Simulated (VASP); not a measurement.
The system is Si.

```xyz
6
Lattice="-3.3361 3.3361 3.3361 3.3361 -3.3361 3.3361 3.3361 3.3361 -3.3361" Properties=species:S:1:pos:R:3 pbc="T T T"
Si    0.0000    3.3361    1.6680
Si    0.0000    1.6680    3.3361
Si    1.6680    3.3361    0.0000
Si    3.3361    1.6680    0.0000
Si    3.3361    0.0000    1.6680
Si    1.6680    0.0000    3.3361
```

- Program: VASP 6.6.1
- Task: relaxation of cell and atoms
- Functional: PBE
- Potentials or basis: VASP PAW PBE potentials, release 64 (Si)
- Cutoff: 600 eV
- k mesh: 5 × 5 × 5
- Occupations: fermi-dirac, width 0.1 eV
- Spin: no spin polarisation

At the start: pressure 1.9 GPa; volume 24.75 Å³/atom.

How do energy, volume and symmetry change on relaxing?

Over 3 steps the energy falls by 3.8 meV/atom and the volume is 25.41 Å³/atom (+2.7 %); space group Im-3m (No. 229, to 0.05 Å).

Step by step:
```csv
step,energy change (eV),largest force (eV/Å),pressure (GPa),volume (Å³)
1,0.0000,0.0000,1.87,148.52
2,-0.0152,0.0000,-0.99,154.83
3,-0.0226,0.0000,0.00,152.48
```

Final structure:
```cif
data_structure
_symmetry_space_group_name_H-M 'P 1'
_symmetry_Int_Tables_number 1
_cell_length_a 5.8292
_cell_length_b 5.8292
_cell_length_c 5.8292
_cell_angle_alpha 109.471
_cell_angle_beta 109.471
_cell_angle_gamma 109.471
_cell_volume 152.48
loop_
_atom_site_label
_atom_site_type_symbol
_atom_site_fract_x
_atom_site_fract_y
_atom_site_fract_z
_atom_site_occupancy
Si1 Si 0.75000 0.25000 0.50000 1
Si2 Si 0.75000 0.50000 0.25000 1
Si3 Si 0.50000 0.25000 0.75000 1
Si4 Si 0.25000 0.50000 0.75000 1
Si5 Si 0.25000 0.75000 0.50000 1
Si6 Si 0.50000 0.75000 0.25000 1
```
